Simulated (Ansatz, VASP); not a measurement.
# Si in VASP and in Ansatz

```xyz
63
Lattice="10.8600 0.0000 0.0000 0.0000 10.8600 0.0000 0.0000 0.0000 10.8600" Properties=species:S:1:pos:R:3 pbc="T T T"
Si    5.4315   -0.0015    0.0020
Si    6.7822    1.3517    1.3633
Si    8.1450    2.7150    0.0000
Si    9.5078    4.0783    1.3633
Si    8.1603   -0.0146    2.7296
Si    9.4990    1.3619    4.0760
Si   -0.0015   -0.0015   -0.0020
Si    1.3597    1.3597    1.3553
Si    2.7150    2.7150    0.0000
Si    4.0703    4.0703    1.3553
Si    5.4315    5.4315   -0.0020
Si    6.7910    6.7910    1.3531
Si    8.1450    8.1450    0.0000
Si    9.4990    9.4990    1.3531
Si    2.7170   -0.0015    2.7165
Si    4.0783    1.3517    4.0672
Si    5.4315    2.7130    2.7165
Si    6.7910    4.0681    4.0760
Si    8.1297    5.4446    2.7296
Si    5.4446   -0.0146    5.4453
Si    6.7910    1.3619    6.7840
Si    8.1450    2.7150    5.4300
Si    9.4990    4.0681    6.7840
Si    8.1297   -0.0146    8.1304
Si    9.5078    1.3517    9.4967
Si   -0.0015    5.4315    0.0020
Si    1.3517    6.7822    1.3633
Si    2.7150    8.1450    0.0000
Si    4.0783    9.5078    1.3633
Si   -0.0015    2.7170    2.7165
Si    1.3517    4.0783    4.0672
Si    2.7130    5.4315    2.7165
Si    4.0681    6.7910    4.0760
Si    5.4446    8.1297    2.7296
Si    6.7955    9.4945    4.0805
Si   -0.0146   -0.0146    5.4147
Si    1.3517    1.3517    6.7928
Si    2.7150    2.7150    5.4300
Si    4.0783    4.0783    6.7928
Si    5.4446    5.4446    5.4147
Si    6.7955    6.7955    6.7795
Si    9.4945    6.7955    4.0805
Si    9.4945    9.4945    6.7795
Si    2.7130   -0.0015    8.1435
Si    4.0703    1.3597    9.5047
Si    5.4315    2.7170    8.1435
Si    6.7822    4.0783    9.4967
Si    8.1603    5.4446    8.1304
Si    9.4990    6.7910    9.5069
Si   -0.0146    8.1603    2.7296
Si    1.3619    9.4990    4.0760
Si   -0.0146    5.4446    5.4453
Si    1.3619    6.7910    6.7840
Si    2.7150    8.1450    5.4300
Si    4.0681    9.4990    6.7840
Si   -0.0015    2.7130    8.1435
Si    1.3597    4.0703    9.5047
Si    2.7170    5.4315    8.1435
Si    4.0783    6.7822    9.4967
Si    5.4446    8.1603    8.1304
Si    6.7910    9.4990    9.5069
Si   -0.0146    8.1297    8.1304
Si    1.3517    9.5078    9.4967
```

Alike in both runs: functional LDA; k mesh 1 × 1 × 1; occupations gaussian, width 0.05 eV; no spin polarisation.

Ansatz relaxed the structure, and its values are those at the end. VASP's run is a single point on that final structure, the one shown.

|  | VASP | Ansatz |
| --- | --- | --- |
| version | VASP 6.6.1 | Ansatz 0.2.0 |
| potentials or method | VASP PAW LDA potentials, release 64 (Si), cutoff 520 eV | scalar-relativistic, plane waves, PAW |
| valence electrons in the cell | 252 | 252 |

```tsv
	VASP	Ansatz	Ansatz less VASP
rms of the force components (eV/Å)	0.004	0.003	-0.0003
```

Ansatz warns that its potentials were made for another functional, while VASP's fit it. LDA's correlation is that of Perdew and Zunger in VASP and of Perdew and Wang (1992) in Ansatz.
